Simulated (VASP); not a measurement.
# ReS2 in VASP: further runs

Runs on ReS2. Level: LDA. Tasks: single point.

All numbers are computed with VASP 6.6.1; they aren't measurements. Logs are shortened: lines on timing, memory, paths and dates and some standing lists are left out, and cuts for length are marked.

## Step 1: The cell of the first run

The cell holds a sheet with vacuum, 24 atoms: a = 6.303 Å, b = 6.403 Å, c = 23.000 Å, α = 90.00°, β = 90.00°, γ = 61.23°.

## Step 2: Single point, LDA

Contents of INCAR:

```
  PREC = Accurate
  ENCUT = 520
  EDIFF = 1E-6
  ISMEAR = 0
  SIGMA = 0.01
  LREAL = Auto
  LASPH = T
  NELM = 100
  ALGO = Normal
  ISIF = 2
  LWAVE = F
  LCHARG = T
  GGA = CA
  LELF = T
  LVHAR = T
  NBANDS = 94
```

Contents of KPOINTS:

```
regular mesh
0
Gamma
  4 4 1
```

Contents of POSCAR:

```
ReS2
1.0
    6.3029151087     -0.0076537296      0.0000000000
    3.0883994692      5.6090585892      0.0000000000
    0.0000000000      0.0000000000     23.0000000000
Re S
8 16
Direct
    0.1343415925      0.1876086257      0.3686896475
    0.2574470825      0.5617023089      0.3736992671
    0.7079277645      0.1601169123      0.3705009035
    0.6837592260      0.5890236238      0.3718240622
    0.1093205334      0.7367587375      0.6263006966
    0.2324260848      1.1108524803      0.6313103552
    0.6830083347      0.7094375242      0.6281760108
    0.6588399188      1.1383442017      0.6294990406
    0.8800361707      0.7782890881      0.3203288958
    0.3408844805      0.8097373947      0.3130294619
    0.0511669391      0.9394622712      0.4290767132
    0.0117650018      0.4792803313      0.4388718925
    0.5114663298      0.9710465209      0.4217793920
    0.8401339628      0.3168314901      0.2958024744
    0.5521956247      0.4318390579      0.4466444039
    0.3798823823      0.2699409542      0.3035300536
    0.8553013362      1.3274147069      0.5782206148
    0.3156005528      1.3589989380      0.5709232910
    0.0258831259      1.4887238309      0.6869706098
   -0.0131149161      1.0285205725      0.6964698836
    0.4867315025      1.5201720015      0.6796711024
    0.8145719428      0.8666218806      0.5533555646
    0.5266336700      0.9816300344      0.7041975321
    0.3550027387      0.8191807436      0.5611281305
```

Potentials or basis: VASP PAW LDA potentials, release 64 (Re, S).

Run with:

```console
cat potpaw_LDA.64/Re/POTCAR potpaw_LDA.64/S/POTCAR > POTCAR
mpirun -np 1 vasp_std > vasp.out
```

OUTCAR:

```text
PREC = Accurate
   ENCUT = 520
   EDIFF = 1E-6
   ISMEAR = 0
   LREAL = Auto
   LASPH = T
   NELM = 100
   ISIF = 2
   GGA = CA

 ion  position               nearest neighbor table
   1  0.134  0.188  0.369-  12 2.30  14 2.34  11 2.35  16 2.39  13 2.43  10 2.48   4 2.77   3 2.78
                             2 2.85
   2  0.257  0.562  0.374-  16 2.30  15 2.34  10 2.36  12 2.39   9 2.43  11 2.48   3 2.77   4 2.78
                             1 2.85
   3  0.708  0.160  0.371-  15 2.33  14 2.34  11 2.36  16 2.40  13 2.42   9 2.44   4 2.68   2 2.77
                             1 2.78
   4  0.684  0.589  0.372-  14 2.33  15 2.34  10 2.36  12 2.40   9 2.42  13 2.43   3 2.68   1 2.77
                             2 2.78
   5  0.109  0.737  0.626-  20 2.30  22 2.34  19 2.36  24 2.39  21 2.43  18 2.48   8 2.77   7 2.78
                             6 2.85
   6  0.232  0.111  0.631-  24 2.30  23 2.34  18 2.35  20 2.39  17 2.43  19 2.48   7 2.77   8 2.78
                             5 2.85
   7  0.683  0.709  0.628-  23 2.33  22 2.34  19 2.36  24 2.40  21 2.42  17 2.43   8 2.68   6 2.77
                             5 2.78
   8  0.659  0.138  0.629-  22 2.33  23 2.34  18 2.36  20 2.40  17 2.42  21 2.44   7 2.68   5 2.77
                             6 2.78
   9  0.880  0.778  0.320-   4 2.42   2 2.43   3 2.44
  10  0.341  0.810  0.313-   2 2.36   4 2.36   1 2.48
  11  0.051  0.939  0.429-   1 2.35   3 2.36   2 2.48
  12  0.012  0.479  0.439-   1 2.30   2 2.39   4 2.40
  13  0.511  0.971  0.422-   3 2.42   1 2.43   4 2.43
  14  0.840  0.317  0.296-   4 2.33   1 2.34   3 2.34
[... 8 lines left out ...]
  23  0.527  0.982  0.704-   7 2.33   6 2.34   8 2.34
  24  0.355  0.819  0.561-   6 2.30   5 2.39   7 2.40

  LATTYP: Found a simple monoclinic cell.
 ALAT       =     6.3029197557
 B/A-ratio  =     3.6491024623
 C/A-ratio  =     1.0158950023
 COS(beta)  =    -0.4812643526

  Lattice vectors:

 A1 = (   6.3029151087,  -0.0076537296,   0.0000000000)
 A2 = (   0.0000000000,   0.0000000000,  23.0000000000)
 A3 = (  -3.0883994692,  -5.6090585892,   0.0000000000)

Analysis of symmetry for initial positions (statically):
=====================================================================
 Subroutine PRICEL returns:
 Original cell was already a primitive cell.

 Routine SETGRP: Setting up the symmetry group for a
 simple monoclinic supercell.

 Subroutine GETGRP returns: Found  2 space group operations
 (whereof  1 operations were pure point group operations)
 out of a pool of  4 trial point group operations.

The static configuration has the point symmetry C_1 .
 The point group associated with its full space group is S_2 .

Analysis of symmetry for dynamics (positions and initial velocities):
=====================================================================
 Subroutine PRICEL returns:
 Original cell was already a primitive cell.

 Routine SETGRP: Setting up the symmetry group for a
 simple monoclinic supercell.

 Subroutine GETGRP returns: Found  2 space group operations
 (whereof  1 operations were pure point group operations)
 out of a pool of  4 trial point group operations.

The dynamic configuration has the point symmetry C_1 .
 The point group associated with its full space group is S_2 .

 Subroutine INISYM returns: Found  2 space group operations
 (whereof  1 operations are pure point group operations),
 and found     1 'primitive' translations

----------------------------------------------------------------------------------------

                                     Primitive cell

  volume of cell :     813.6723

  direct lattice vectors                    reciprocal lattice vectors
     6.302915109 -0.007653730  0.000000000     0.158550737 -0.087299500  0.000000000
     3.088399469  5.609058589  0.000000000     0.000216347  0.178163914  0.000000000
     0.000000000  0.000000000 23.000000000     0.000000000  0.000000000  0.043478261

  length of vectors
     6.302919756  6.403104680 23.000000000     0.180995963  0.178164046  0.043478261

  position of ions in fractional coordinates (direct lattice)
     0.134341593  0.187608626  0.368689647
     0.257447083  0.561702309  0.373699267
     0.707927764  0.160116912  0.370500904
     0.683759226  0.589023624  0.371824062
     0.109320533  0.736758737  0.626300697
     0.232426085  0.110852480  0.631310355
[... 16 lines left out ...]
     0.526633670  0.981630034  0.704197532
     0.355002739  0.819180744  0.561128131

  ion indices of the primitive-cell ions
   primitive index   ion index
                 1           1
                 2           2
                 3           3
                 4           4
                 5           5
                 6           6
[... 16 lines left out ...]
                23          23
                24          24

----------------------------------------------------------------------------------------

 KPOINTS: regular mesh

Automatic generation of k-mesh.
 Grid dimensions read from file:
 generate k-points for:    4    4    1

 Generating k-lattice:

  Cartesian coordinates                     Fractional coordinates (reciprocal lattice)
     0.039637684 -0.021824875  0.000000000     0.250000000 -0.000000000  0.000000000
     0.000054087  0.044540979  0.000000000    -0.000000000  0.250000000  0.000000000
     0.000000000  0.000000000  0.043478261     0.000000000  0.000000000  1.000000000

  Length of vectors
     0.045248991  0.044541011  0.043478261

  Shift w.r.t. Gamma in fractional coordinates (k-lattice)
     0.000000000  0.000000000  0.000000000

 Subroutine IBZKPT returns following result:
 ===========================================

 Found     10 irreducible k-points:

 Following reciprocal coordinates:
            Coordinates               Weight
  0.000000  0.000000  0.000000      1.000000
  0.250000 -0.000000  0.000000      2.000000
  0.500000 -0.000000  0.000000      1.000000
  0.000000  0.250000  0.000000      2.000000
  0.250000  0.250000  0.000000      2.000000
  0.500000  0.250000  0.000000      2.000000
 -0.250000  0.250000  0.000000      2.000000
  0.000000  0.500000  0.000000      1.000000
  0.250000  0.500000  0.000000      2.000000
  0.500000  0.500000  0.000000      1.000000
   k-points           NKPTS =     10   k-points in BZ     NKDIM =     10   number of bands    NBANDS=     94
   number of dos      NEDOS =    301   number of ions     NIONS =     24
   total plane-waves  NPLWV = 414720
   dimension x,y,z NGX =    48 NGY =   48 NGZ =  180
   dimension x,y,z NGXF=    96 NGYF=   96 NGZF=  360
   ions per type =               8  16
   NGX,Y,Z   is equivalent  to a cutoff of  12.66, 12.46, 13.01 a.u.
   NGXF,Y,Z  is equivalent  to a cutoff of  25.32, 24.92, 26.02 a.u.
 SYSTEM =  unknown system
   PREC   = accura    normal or accurate (medium, high low for compatibility)
   ISTART =      0    job   : 0-new  1-cont  2-samecut
   ICHARG =      2    charge: 1-file 2-atom 10-const
   ISPIN  =      1    spin polarized calculation?
   LNONCOLLINEAR =      F non collinear calculations
   LSORBIT =      F    spin-orbit coupling
   LASPH  =      T    aspherical Exc in radial PAW
   ENCUT  =  520.0 eV  38.22 Ry    6.18 a.u.  11.72 11.91 42.76*2*pi/ulx,y,z
   NELM   =    100;   NELMIN=  2; NELMDL= -5     # of ELM steps
   EDIFF  = 0.1E-05   stopping-criterion for ELM
   LREAL  =      T    real-space projection
   EDIFFG = 0.1E-04   stopping-criterion for IOM
   NSW    =      0    number of steps for IOM
   IBRION =     -1    ionic relax: 0-MD 1-quasi-New 2-CG
   NFREE  =      0    steps in history (QN), initial steepest desc. (CG)
   ISIF   =      2    stress and relaxation
   ISYM   =      2    0-nonsym 1-usesym 2-fastsym
   POTIM  = 0.5000    time-step for ionic-motion
   TEBEG  =    0.0;   TEEND  =   0.0 temperature during run
   PSTRESS=    0.0 pullay stress
   NELECT =     152.0000    total number of electrons
   NUPDOWN=      -1.0000    fix difference up-down
   EMIN   =  10.00;   EMAX   =-10.00  energy-range for DOS
   EFERMI =   0.00;   METHOD = LEGACY
   ISMEAR =     0;   SIGMA  =   0.01  broadening in eV -4-tet -1-fermi 0-gaus
   EFERMI_NEDOS =   21; number of points for ismear=-14 and -15
   IALGO  =     38    algorithm
   IMIX   =      4    mixing-type and parameters
     AMIX     =   0.40;   BMIX     =  1.00
     AMIX_MAG =   1.60;   BMIX_MAG =  1.00
  volume/ion in A,a.u.               =      33.90       228.79
  Fermi-wavevector in a.u.,A,eV,Ry     =   0.935850  1.768500 11.916186  0.875815
  Thomas-Fermi vector in A             =   2.062799
   LORBIT       =      0    0 simple, 1 ext, 2 COOP (PROOUT), +10 PAW based schemes
   GGA     = CA    functional components
   LHFCALC =     F    Hartree Fock is set to
   AEXX    =    0.0000 exact exchange contribution
   IVDW    =     0    specifies the selected vdW correction
   LEPSILON=     F    determine dielectric tensor
   LRPA    =     F    only Hartree local field effects (RPA)
 non-spin polarized calculation
 Gauss-broadening in eV      SIGMA  =   0.01
  energy-cutoff  :      520.00
  volume of cell :      813.67
 maximum number of plane-waves:     21942
 NGX is ok and might be reduce to    48
   NGX = 23   NGY = 23   NGZ = 85

 number of electron     152.0000004 magnetization

 Free energy of the ion-electron system (eV)
  ---------------------------------------------------
  ext. energy  EPLUGINS =         0.00000000
  ---------------------------------------------------
  free energy    TOTEN  =      -200.06315734 eV

  energy without entropy =     -200.06315734  energy(sigma->0) =     -200.06315734

 E-fermi :   0.2158     XC(G=0):  -6.1936

 val. band max:        0.1311203547   @ k =   0.0000   0.0000   0.0000
 cond. band min:       1.4718165551   @ k =   0.0000   0.0000   0.0000
 fundamental gap:      1.3406962004
 Fermi energy:         0.2157795482

 k-point     1 :       0.0000    0.0000    0.0000
  band No.  band energies     occupation
      1     -14.9925      2.00000
      2     -14.8698      2.00000
      3     -13.4890      2.00000
      4     -13.3622      2.00000
      5     -13.0567      2.00000
      6     -13.0096      2.00000
[... 80 lines left out ...]
     87       2.6438      0.00000
     88       2.6630      0.00000

 k-point     2 :       0.2500   -0.0000    0.0000
  band No.  band energies     occupation
      1     -14.7257      2.00000
      2     -14.6022      2.00000
      3     -13.4154      2.00000
      4     -13.2959      2.00000
      5     -13.2634      2.00000
      6     -13.1867      2.00000
[... 717 lines left out ...]
     87       2.5649      0.00000
     88       2.6719      0.00000

 k-point    10 :       0.5000    0.5000    0.0000
  band No.  band energies     occupation
      1     -14.0253      2.00000
      2     -14.0003      2.00000
      3     -13.8633      2.00000
      4     -13.8254      2.00000
      5     -13.2404      2.00000
      6     -13.2063      2.00000
[... 80 lines left out ...]
     87       2.5767      0.00000
     88       2.6038      0.00000
 [bands above 88 left out]

------------------------ aborting loop because EDIFF is reached ----------------------------------------

  FORCE on cell =-STRESS in cart. coord.  units (eV):
  Direction    XX          YY          ZZ          XY          YZ          ZX
  --------------------------------------------------------------------------------------
  -------------------------------------------------------------------------------------
  Total        2.6811844      2.7369620      2.5374586     -0.0471154     -0.0653852      0.0046524
  in kB        5.2794383      5.3892682      4.9964322     -0.0927735     -0.1287480      0.0091608
  external PRESSURE =       5.2217129 kB  Pullay stress =       0.0000000 kB

 VOLUME and BASIS-vectors are now :
 -----------------------------------------------------------------------------
  energy-cutoff  :      520.00
  volume of cell :      813.67
      direct lattice vectors                 reciprocal lattice vectors
     6.302915109 -0.007653730  0.000000000     0.158550737 -0.087299500  0.000000000
     3.088399469  5.609058589  0.000000000     0.000216347  0.178163914  0.000000000
     0.000000000  0.000000000 23.000000000     0.000000000  0.000000000  0.043478261

 POSITION                                       TOTAL-FORCE (eV/Angst)
 -----------------------------------------------------------------------------------
      1.42615      1.05128      8.47986         0.022928     -0.022032     -0.020253
      3.35743      3.14865      8.59508        -0.021769      0.022012      0.016687
      4.95651      0.89269      8.52152        -0.012533     -0.040705     -0.011708
      6.12882      3.29863      8.55195         0.014387      0.044460      0.010398
      2.96444      4.13169     14.40492         0.021769     -0.022012     -0.016687
      1.80732      0.62000     14.52014        -0.022928      0.022032      0.020253
[... 16 lines left out ...]
      6.35099      5.50199     16.19654        -0.000941     -0.000609      0.167344
      4.76751      4.59212     12.90595        -0.002492     -0.033829     -0.128687
 -----------------------------------------------------------------------------------
    total drift:                                0.000382     -0.003001      0.000226

  FREE ENERGIE OF THE ION-ELECTRON SYSTEM (eV)
  ---------------------------------------------------
  free  energy   TOTEN  =      -200.0631573367 eV

  energy  without entropy=     -200.0631573367  energy(sigma->0) =     -200.06315734
```

It took 58 min on 1 thread of Intel Xeon Platinum 8488C (Sapphire Rapids), shared host; peak memory 0.83 GiB.

What came out:

```
Free energy            : -200.0632 eV
Largest force          : 0.167 eV/Å
Band gap on the k mesh : 1.34 eV, direct
```

Forces in eV/Å, atoms in the order of the input:
```
Re   0.023 -0.022 -0.020
Re  -0.022  0.022  0.017
Re  -0.013 -0.041 -0.012
Re   0.014  0.044  0.010
Re   0.022 -0.022 -0.017
Re  -0.023  0.022  0.020
Re  -0.014 -0.044 -0.010
Re   0.013  0.041  0.012
S    0.006  0.009 -0.070
S   -0.005  0.045 -0.090
S    0.005 -0.047  0.091
S    0.002  0.034  0.129
S   -0.006 -0.009  0.070
S    0.001  0.001 -0.167
S   -0.001 -0.002  0.166
S   -0.002 -0.034 -0.130
S    0.006  0.009 -0.070
S   -0.005  0.047 -0.091
S    0.005 -0.045  0.090
S    0.002  0.034  0.130
S   -0.006 -0.009  0.070
S    0.001  0.002 -0.166
S   -0.001 -0.001  0.167
S   -0.002 -0.034 -0.129
```

Caveat: spin-orbit coupling is left out, which moves the levels of the heavy elements.

## Step 3: Single point, LDA

This run uses another cell than the first one, of 34.22 Å³/atom, 1.009 times its volume.

Contents of INCAR:

```
PREC = Accurate
ENCUT = 520
EDIFF = 1E-6
ISMEAR = 0
SIGMA = 0.01
LREAL = Auto
LASPH = True
NELM = 100
ALGO = Normal
ISIF = 2
LWAVE = False
LCHARG = True
LELF = True
LVHAR = True
NBANDS = 94
```

KPOINTS is that of step 2.

Contents of POSCAR:

```
ReS2
1.0
    6.3355089393      0.0000000000      0.0000000000
    3.1112149501      5.6366336777      0.0000000000
    0.0000000000      0.0000000000     23.0000000000
Re S
8 16
Direct
    0.1217509518      0.2112687337      0.3653067994
    0.2450136531      0.5872257259      0.3694618331
    0.6948876457      0.1860222256      0.3668415341
    0.6718826780      0.6124710129      0.3679249952
    0.1217509518      0.7112687337      0.6305241907
    0.2450136531      1.0872257259      0.6346792244
    0.6948876457      0.6860222256      0.6320589254
    0.6718826780      1.1124710129      0.6331423865
    0.8663834063      0.8035865928      0.3158850369
    0.3307780708      0.8320972237      0.3087007631
    0.0360291291      0.9663328396      0.4260844165
    0.0008929480      0.5029257807      0.4351155771
    0.5003993430      0.9948860370      0.4188878189
    0.8301116125      0.3387288555      0.2918739789
    0.5366324604      0.4597124372      0.4429240769
    0.3658437923      0.2955096511      0.2996888219
    0.8663834063      1.3035865928      0.5811024282
    0.3307780708      1.3320972237      0.5739181545
    0.0360291291      1.4663328396      0.6913018078
    0.0008929480      1.0029257807      0.7003329684
    0.5003993430      1.4948860370      0.6841052102
    0.8301116125      0.8387288555      0.5570913702
    0.5366324604      0.9597124372      0.7081414682
    0.3658437923      0.7955096511      0.5649062132
```

Potentials or basis: VASP PAW LDA potentials, release 64 (Re, S).

Run with:

```console
cat potpaw_LDA.64/Re/POTCAR potpaw_LDA.64/S/POTCAR > POTCAR
mpirun -np 1 vasp_std > vasp.out
```

It took 51 min on 1 thread of Intel Xeon Platinum 8488C (Sapphire Rapids), shared host; peak memory 0.84 GiB.

The run converged. Its results:

```
Free energy            : -200.0058 eV
Largest force          : 0.210 eV/Å
Band gap on the k mesh : 1.38 eV, direct
```

Forces on the atoms (eV/Å):
```
Re   0.134 -0.028 -0.105
Re  -0.129  0.031  0.160
Re  -0.105 -0.133 -0.020
Re   0.091  0.138  0.059
Re   0.132 -0.039 -0.141
Re  -0.136  0.024  0.121
Re  -0.096 -0.146 -0.043
Re   0.105  0.130  0.041
S    0.025 -0.003  0.201
S   -0.040  0.156  0.135
S    0.055 -0.141 -0.136
S   -0.032  0.040 -0.065
S   -0.037  0.006 -0.196
S   -0.046  0.052  0.067
S    0.068 -0.105 -0.037
S    0.031 -0.101  0.065
S    0.036 -0.004  0.193
S   -0.058  0.147  0.130
S    0.037 -0.149 -0.141
S   -0.028  0.101 -0.079
S   -0.028  0.003 -0.201
S   -0.065  0.109  0.022
S    0.051 -0.048 -0.083
S    0.035 -0.037  0.052
```

Levels at points of the mesh, in eV from the valence-band top:
| k point | band 74 | band 75 | band 76 | band 77 | band 78 | band 79 |
| --- | --- | --- | --- | --- | --- | --- |
| (0.00, 0.00, 0.00) | -0.22 | -0.07 | 0.00 | 1.38 | 1.45 | 1.98 |
| (0.50, 0.00, 0.00) | -0.41 | -0.38 | -0.36 | 1.60 | 1.68 | 1.95 |
| (0.00, 0.50, 0.00) | -0.30 | -0.15 | -0.13 | 1.70 | 1.77 | 1.86 |
| (0.50, 0.50, 0.00) | -0.41 | -0.37 | -0.34 | 1.65 | 1.73 | 1.86 |

Caveat: spin-orbit coupling is left out, which moves the levels of the heavy elements.
